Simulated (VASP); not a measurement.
# RuWO4 (P2_12_12) in VASP: single point with PBE

Aim: the single point of RuWO4 with PBE.

All numbers are computed with VASP 6.6.1; they aren't measurements. Logs are shortened: lines on timing, memory, paths and dates and some standing lists are left out, and cuts for length are marked.

### Step 1. The cell of the first run

The typed cell holds 24 atoms: a = 6.782 Å, b = 6.782 Å, c = 7.500 Å, α = 116.89°, β = 116.89°, γ = 89.98°.

### Step 2. Single point, PBE

Contents of INCAR:

```
PREC     = Accurate       # precision mode
ENCUT    = 520            # plane-wave cutoff, eV
EDIFF    = 1E-7           # SCF threshold, eV
ISMEAR   = 0              # smearing method
SIGMA    = 0.1            # smearing width, eV
LREAL    = Auto         
LASPH    = True           # aspherical terms in the spheres
NELM     = 80             # most SCF steps
ALGO     = Normal         # electronic algorithm
ISIF     = 2              # what is computed and relaxed
LWAVE    = False          # write WAVECAR
LCHARG   = True           # write CHGCAR
GGA      = PE             # functional
LELF     = True           # ELF
LVHAR    = True         
ISYM     = 0            
NBANDS   = 122            # bands
```

Contents of KPOINTS:

```
Automatic mesh
0
Gamma
  2 2 2
  0.5 0.5 0.5
```

Contents of POSCAR:

```
RuWO4
1.0
    4.7946401980     -4.7965691185     -0.0000162877
   -4.7946411766     -4.7965700971     -0.0000013554
    0.0000101953      4.7965581398     -5.7661347563
O Ru W
16 4 4
Direct
    0.7442999331      0.4565909505      0.4884159666
    0.5062720937      0.2113303254      0.0127913735
    0.2443034872      0.9565911196      0.4884178774
    1.0062747228      0.7113317609      1.0127942030
    0.7436968365      0.0328719710      0.4884159111
    0.5061028899      0.8025086984      0.0127929715
    0.2437006155      0.5328724391      0.4884167255
    0.0061030317      0.3025062138      0.0127916896
    0.9141380305      0.1191947922      0.2375122749
    0.6688762681      0.8811639595      0.7618886442
    0.4141392946      0.6191942190      0.2375117688
    0.1688701019      0.3811647967      0.7618844032
    0.3229597807      0.1193642342      0.2375141442
    0.0925958853      0.8817678281      0.7618859323
    0.8229637943      0.6193645446      0.2375149177
    0.5925951298      0.3817722796      0.7618907047
    0.7554806433      0.7562150987      0.5113845017
    0.2554877059      0.2562156730      0.5113847179
    0.3692520218      0.8699826754      0.7389199523
    0.8692493573      0.3699840746      0.7389210552
    0.4880178856      0.4887549530      0.9764621507
   -0.0119755203     -0.0112430729     -0.0235384078
    0.6367107041      0.1374425937      0.2738388744
    0.1367065745      0.6374450175      0.2738397184
```

Potentials or basis: VASP PAW PBE potentials, release 64 (O, Ru_pv, W_sv).

On the command line:

```sh
$ cat potpaw_PBE.64/O/POTCAR potpaw_PBE.64/Ru_pv/POTCAR potpaw_PBE.64/W_sv/POTCAR > POTCAR
$ mpirun -np 1 vasp_std > vasp.out
```

OUTCAR:

```text
PREC = Accurate
   ENCUT = 520
   EDIFF = 1E-7
   ISMEAR = 0
   LREAL = Auto
   LASPH = True
   NELM = 80
   ISIF = 2
   GGA = PE
   ISYM = 0

 ion  position               nearest neighbor table
   1  0.744  0.457  0.488-  23 1.90  17 1.96  20 2.04
   2  0.506  0.211  0.013-  21 2.02  23 2.05  19 2.10
   3  0.244  0.957  0.488-  24 1.90  18 1.96  19 2.04
   4  0.006  0.711  0.013-  22 2.02  24 2.05  20 2.10
   5  0.744  0.033  0.488-  23 1.90  17 1.96  20 2.04
   6  0.506  0.803  0.013-  21 2.02  23 2.05  19 2.10
[... 8 lines left out ...]
  15  0.823  0.619  0.238-  24 2.02  21 2.05  17 2.10
  16  0.593  0.382  0.762-  21 1.90  20 1.96  18 2.04
  17  0.755  0.756  0.511-   1 1.96   5 1.96  10 2.04  14 2.04  11 2.10  15 2.10  22 2.68  21 3.08

  18  0.255  0.256  0.511-   7 1.96   3 1.96  16 2.04  12 2.04  13 2.10   9 2.10  21 2.68  22 3.08

  19  0.369  0.870  0.739-  14 1.96  10 1.96   3 2.04   7 2.04   6 2.10   2 2.10  24 2.68  23 3.08

  20  0.869  0.370  0.739-  12 1.96  16 1.96   1 2.04   5 2.04   8 2.10   4 2.10  23 2.68  24 3.08

  21  0.488  0.489  0.976-  16 1.90  12 1.90   6 2.02   2 2.02  11 2.05  15 2.05  18 2.68  17 3.08

  22  0.988  0.989  0.976-  14 1.90  10 1.90   8 2.02   4 2.02   9 2.05  13 2.05  17 2.68  18 3.08

  23  0.637  0.137  0.274-   5 1.90   1 1.90  13 2.02   9 2.02   6 2.05   2 2.05  20 2.68  19 3.08

  24  0.137  0.637  0.274-   3 1.90   7 1.90  15 2.02  11 2.02   4 2.05   8 2.05  19 2.68  20 3.08

IMPORTANT INFORMATION: All symmetrisations will be switched off!
NOSYMM: (Re-)initialisation of all symmetry stuff for point group C_1.

----------------------------------------------------------------------------------------

                                     Primitive cell

  volume of cell :     265.2176

  direct lattice vectors                    reciprocal lattice vectors
     4.794640198 -4.796569118 -0.000016288     0.104282977 -0.104241015 -0.086712685
    -4.794641177 -4.796570097 -0.000001355    -0.104283226 -0.104240994 -0.086713036
     0.000010195  4.796558140 -5.766134756    -0.000000270  0.000000319 -0.173426136

  length of vectors
     6.782009285  6.782010669  7.500351993     0.171056185  0.171056501  0.173426136

  position of ions in fractional coordinates (direct lattice)
     0.744299933  0.456590951  0.488415967
     0.506272094  0.211330325  0.012791374
     0.244303487  0.956591120  0.488417877
     0.006274723  0.711331761  0.012794203
     0.743696836  0.032871971  0.488415911
     0.506102890  0.802508698  0.012792971
[... 16 lines left out ...]
     0.636710704  0.137442594  0.273838874
     0.136706575  0.637445017  0.273839718

  ion indices of the primitive-cell ions
   primitive index   ion index
                 1           1
                 2           2
                 3           3
                 4           4
                 5           5
                 6           6
[... 16 lines left out ...]
                23          23
                24          24

----------------------------------------------------------------------------------------

 KPOINTS: Automatic mesh

Automatic generation of k-mesh.
 Grid dimensions read from file:
 generate k-points for:    2    2    2

 Generating k-lattice:

  Cartesian coordinates                     Fractional coordinates (reciprocal lattice)
     0.052141488 -0.052120508 -0.043356343     0.500000000 -0.000000000  0.000000000
    -0.052141613 -0.052120497 -0.043356518    -0.000000000  0.500000000  0.000000000
    -0.000000135  0.000000159 -0.086713068     0.000000000  0.000000000  0.500000000

  Length of vectors
     0.085528092  0.085528251  0.086713068

  Shift w.r.t. Gamma in fractional coordinates (k-lattice)
     0.500000000  0.500000000  0.500000000

 Subroutine IBZKPT returns following result:
 ===========================================

 Found      4 irreducible k-points:

 Following reciprocal coordinates:
            Coordinates               Weight
  0.250000  0.250000  0.250000      2.000000
 -0.250000  0.250000  0.250000      2.000000
 -0.250000  0.250000 -0.250000      2.000000
 -0.250000 -0.250000  0.250000      2.000000
   k-points           NKPTS =      4   k-points in BZ     NKDIM =      4   number of bands    NBANDS=    122
   number of dos      NEDOS =    301   number of ions     NIONS =     24
   total plane-waves  NPLWV = 140000
   dimension x,y,z NGX =    50 NGY =   50 NGZ =   56
   dimension x,y,z NGXF=   100 NGYF=  100 NGZF=  112
   ions per type =              16   4   4
   NGX,Y,Z   is equivalent  to a cutoff of  12.26, 12.26, 12.41 a.u.
   NGXF,Y,Z  is equivalent  to a cutoff of  24.51, 24.51, 24.82 a.u.
 SYSTEM =  unknown system
   PREC   = accura    normal or accurate (medium, high low for compatibility)
   ISTART =      0    job   : 0-new  1-cont  2-samecut
   ICHARG =      2    charge: 1-file 2-atom 10-const
   ISPIN  =      1    spin polarized calculation?
   LNONCOLLINEAR =      F non collinear calculations
   LSORBIT =      F    spin-orbit coupling
   LASPH  =      T    aspherical Exc in radial PAW
   ENCUT  =  520.0 eV  38.22 Ry    6.18 a.u.  12.61 12.61 13.95*2*pi/ulx,y,z
   NELM   =     80;   NELMIN=  2; NELMDL= -5     # of ELM steps
   EDIFF  = 0.1E-06   stopping-criterion for ELM
   LREAL  =      T    real-space projection
   EDIFFG = 0.1E-05   stopping-criterion for IOM
   NSW    =      0    number of steps for IOM
   IBRION =     -1    ionic relax: 0-MD 1-quasi-New 2-CG
   NFREE  =      0    steps in history (QN), initial steepest desc. (CG)
   ISIF   =      2    stress and relaxation
   ISYM   =      0    0-nonsym 1-usesym 2-fastsym
   POTIM  = 0.5000    time-step for ionic-motion
   TEBEG  =    0.0;   TEEND  =   0.0 temperature during run
   PSTRESS=    0.0 pullay stress
   NELECT =     208.0000    total number of electrons
   NUPDOWN=      -1.0000    fix difference up-down
   EMIN   =  10.00;   EMAX   =-10.00  energy-range for DOS
   EFERMI =   0.00;   METHOD = LEGACY
   ISMEAR =     0;   SIGMA  =   0.10  broadening in eV -4-tet -1-fermi 0-gaus
   EFERMI_NEDOS =   21; number of points for ismear=-14 and -15
   IALGO  =     38    algorithm
   IMIX   =      4    mixing-type and parameters
     AMIX     =   0.40;   BMIX     =  1.00
     AMIX_MAG =   1.60;   BMIX_MAG =  1.00
  volume/ion in A,a.u.               =      11.05        74.57
  Fermi-wavevector in a.u.,A,eV,Ry     =   1.509716  2.852949 31.010965  2.279242
  Thomas-Fermi vector in A             =   2.620001
   LORBIT       =      0    0 simple, 1 ext, 2 COOP (PROOUT), +10 PAW based schemes
   GGA     = PE    functional components
   LHFCALC =     F    Hartree Fock is set to
   AEXX    =    0.0000 exact exchange contribution
   IVDW    =     0    specifies the selected vdW correction
   LEPSILON=     F    determine dielectric tensor
   LRPA    =     F    only Hartree local field effects (RPA)
 non-spin polarized calculation
 Gauss-broadening in eV      SIGMA  =   0.10
  energy-cutoff  :      520.00
  volume of cell :      265.22
 maximum number of plane-waves:      7164
 NGX is ok and might be reduce to    50
   NGX = 25   NGY = 25   NGZ = 27

 number of electron     207.9999998 magnetization

 Free energy of the ion-electron system (eV)
  ---------------------------------------------------
  ext. energy  EPLUGINS =         0.00000000
  ---------------------------------------------------
  free energy    TOTEN  =      -206.13965943 eV

  energy without entropy =     -206.13795156  energy(sigma->0) =     -206.13880549

 E-fermi :   7.3585     XC(G=0): -11.7988

 val. band max:        7.1878461709   @ k =   0.2500   0.2500   0.2500
 cond. band min:       7.5409929289   @ k =   0.2500   0.2500   0.2500
 fundamental gap:      0.3531467580
 Fermi energy:         7.3585217536

 k-point     1 :       0.2500    0.2500    0.2500
  band No.  band energies     occupation
      1     -69.0464      2.00000
      2     -69.0459      2.00000
      3     -69.0459      2.00000
      4     -69.0454      2.00000
      5     -36.2183      2.00000
      6     -36.2183      2.00000
[... 108 lines left out ...]
    115       8.9027      0.00000
    116       9.3809      0.00000

 k-point     2 :      -0.2500    0.2500    0.2500
  band No.  band energies     occupation
      1     -69.0464      2.00000
      2     -69.0459      2.00000
      3     -69.0459      2.00000
      4     -69.0454      2.00000
      5     -36.2118      2.00000
      6     -36.2108      2.00000
[... 108 lines left out ...]
    115       8.8755      0.00000
    116       9.4172      0.00000

 k-point     3 :      -0.2500    0.2500   -0.2500
  band No.  band energies     occupation
      1     -69.0464      2.00000
      2     -69.0459      2.00000
      3     -69.0459      2.00000
      4     -69.0454      2.00000
      5     -36.2118      2.00000
      6     -36.2108      2.00000
[... 108 lines left out ...]
    115       8.8755      0.00000
    116       9.4172      0.00000

 k-point     4 :      -0.2500   -0.2500    0.2500
  band No.  band energies     occupation
      1     -69.0464      2.00000
      2     -69.0459      2.00000
      3     -69.0459      2.00000
      4     -69.0454      2.00000
      5     -36.2192      2.00000
      6     -36.2175      2.00000
[... 108 lines left out ...]
    115       8.9262      0.00000
    116       9.1372      0.00000
 [bands above 116 left out]

------------------------ aborting loop because EDIFF is reached ----------------------------------------

  FORCE on cell =-STRESS in cart. coord.  units (eV):
  Direction    XX          YY          ZZ          XY          YZ          ZX
  --------------------------------------------------------------------------------------
  -------------------------------------------------------------------------------------
  Total        2.0739784      2.0758209      2.4279534     -0.0015711     -0.0063833     -0.0035879
  in kB       12.5288885     12.5400190     14.6672490     -0.0094908     -0.0385614     -0.0216746
  external PRESSURE =      13.2453855 kB  Pullay stress =       0.0000000 kB

 VOLUME and BASIS-vectors are now :
 -----------------------------------------------------------------------------
  energy-cutoff  :      520.00
  volume of cell :      265.22
      direct lattice vectors                 reciprocal lattice vectors
     4.794640198 -4.796569118 -0.000016288     0.104282977 -0.104241015 -0.086712685
    -4.794641177 -4.796570097 -0.000001355    -0.104283226 -0.104240994 -0.086713036
     0.000010195  4.796558140 -5.766134756    -0.000000270  0.000000319 -0.173426136

 POSITION                                       TOTAL-FORCE (eV/Angst)
 -----------------------------------------------------------------------------------
      1.37947     -3.41744     -2.81629        -0.107887     -0.107210     -0.107893
      1.41414     -3.38068     -0.07377         0.027000      0.028584      0.050612
     -3.41516     -3.41745     -2.81629        -0.107991     -0.107406     -0.107746
     -3.38050     -3.38068     -0.07377         0.027028      0.028552      0.050747
      3.40815     -1.38215     -2.81628         0.103716      0.106051     -0.106562
     -1.42116     -6.21548     -0.07378        -0.027354     -0.025857      0.052363
[... 16 lines left out ...]
      2.39381     -2.39980     -1.57900         0.000793     -0.000919      0.178926
     -2.40086     -2.39978     -1.57900         0.000974     -0.000740      0.179032
 -----------------------------------------------------------------------------------
    total drift:                               -0.021854      0.017488      0.008730

  FREE ENERGIE OF THE ION-ELECTRON SYSTEM (eV)
  ---------------------------------------------------
  free  energy   TOTEN  =      -206.1396594303 eV

  energy  without entropy=     -206.1379515572  energy(sigma->0) =     -206.13880549
```

Wall time 5 min (1 thread of Intel Xeon Platinum 8488C (Sapphire Rapids), shared host); peak memory 0.4 GiB.

Results:

* Free energy: -206.1397 eV
* Pressure: 1.3 GPa
* Largest force: 0.190 eV/Å
* Band gap on the k mesh: 0.35 eV

Forces on the atoms (eV/Å):
```
O   -0.108 -0.107 -0.108
O    0.027  0.029  0.051
O   -0.108 -0.107 -0.108
O    0.027  0.029  0.051
O    0.104  0.106 -0.107
O   -0.027 -0.026  0.052
O    0.104  0.106 -0.106
O   -0.027 -0.026  0.052
O    0.029 -0.025 -0.053
O   -0.111  0.109  0.110
O    0.029 -0.025 -0.053
O   -0.110  0.108  0.109
O   -0.026  0.025 -0.049
O    0.109 -0.107  0.108
O   -0.026  0.025 -0.049
O    0.110 -0.108  0.108
Ru   0.001  0.000  0.063
Ru   0.000  0.001  0.063
Ru   0.001 -0.001 -0.066
Ru   0.001 -0.001 -0.065
W    0.000 -0.001 -0.180
W    0.000  0.000 -0.180
W    0.001 -0.001  0.179
W    0.001 -0.001  0.179
```

Stress tensor (GPa, compression positive):
```
1.25 0.00 0.00
0.00 1.25 0.00
0.00 0.00 1.47
```

Levels at points of the mesh, in eV from the valence-band top:
```tsv
k point	band 101	band 102	band 103	band 104	band 105	band 106	band 107	band 108
(0.25, 0.25, 0.25)	-0.50	-0.23	-0.23	0.00	0.35	0.77	0.84	0.84
```

Caveat: spin-orbit coupling is left out, which moves the levels of the heavy elements; a shifted mesh leaves out Γ, where band edges can lie.
